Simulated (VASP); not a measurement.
Here is a VASP 6.6.1 calculation.

The input INCAR:

```
PREC = Accurate
ENCUT = 500
EDIFF = 1E-6
ISMEAR = -1
SIGMA = 0.05
LREAL = F
LASPH = T
NELM = 120
ALGO = Normal
ISIF = 2
LWAVE = F
LCHARG = F
GGA = PS
NBANDS = 43
GGA_COMPAT = F
```

File KPOINTS:

```
regular mesh
0
Gamma
  7 7 4
```

POSCAR

```
Si2Mo
1.0
    4.5747238543      0.0000000000      0.0000000000
   -2.2873619272      3.9618270731      0.0000000000
    0.0000000000      0.0000000000      6.5659333655
Mo Si
3 6
Direct
    0.5000000000      0.5000000000      0.8333333333
    0.0000000000      0.5000000000      0.1666666667
    0.5000000000      0.0000000000      0.5000000000
    0.1641643860      0.3283287720      0.5000000000
    0.6716712280      0.8358356140      0.1666666667
    0.8358356140      0.1641643860      0.8333333333
    0.8358356140      0.6716712280      0.5000000000
    0.3283287720      0.1641643860      0.1666666667
    0.1641643860      0.8358356140      0.8333333333
```

Potentials or basis: VASP PAW PBE potentials, release 64 (Mo_sv, Si).

The run is started by

```sh
$ cat potpaw_PBE.64/Mo_sv/POTCAR potpaw_PBE.64/Si/POTCAR > POTCAR
$ mpirun -np 1 vasp_std > vasp.out
```

(1) Predict the band gap on the k mesh.

(2) Predict the pressure.

Results:

(1) 0.26 eV, indirect (least direct gap 0.63 eV).

(2) 0.4 GPa.

Caveat: the PAW data sets were made with another functional, which shifts forces and pressure a little.
